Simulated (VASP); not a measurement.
A run of VASP 6.6.1 is set up as follows.

The input INCAR:

```
PREC     = Accurate       # precision mode
ENCUT    = 520            # plane-wave cutoff, eV
EDIFF    = 1E-7           # SCF threshold, eV
ISMEAR   = 0              # smearing method
SIGMA    = 0.1            # smearing width, eV
LREAL    = False          # projectors in reciprocal space
LASPH    = True           # aspherical terms in the spheres
NELM     = 100            # most SCF steps
ALGO     = Normal         # electronic algorithm
ISIF     = 2              # what is computed and relaxed
LWAVE    = False          # write WAVECAR
LCHARG   = False          # write CHGCAR
GGA      = CA             # functional
NBANDS   = 16             # bands
ISYM     = 0
```

Contents of KPOINTS:

```
Automatic mesh
0
Gamma
  6 6 3
  0.5 0.5 0
```

Contents of POSCAR:

```
Ir
1.0
    2.7513800000      0.0000000000      0.0000000000
   -1.3756900000      2.3827600000      0.0000000000
    0.0000000000      0.0000000000      4.4622900000
Ir
2
Direct
    0.6666666667      0.3333333333      0.7500000000
    0.3333333333      0.6666666667      0.2500000000
```

Potentials or basis: VASP PAW LDA potentials, release 64 (Ir).

The run is started by

```sh
$ cat potpaw_LDA.64/Ir/POTCAR > POTCAR
$ mpirun -np 1 vasp_std > vasp.out
```

(1) What does it give for the pressure?

(2) What does it give for the band gap on the k mesh?

Results:

(1) -17.0 GPa.

(2) zero (band 9 reaches 10.47 eV, above the bottom of band 10 at 7.73 eV).

Caveat: the k points lie up to 0.47 Å⁻¹ apart; spin-orbit coupling is left out, which moves the levels of the heavy elements.
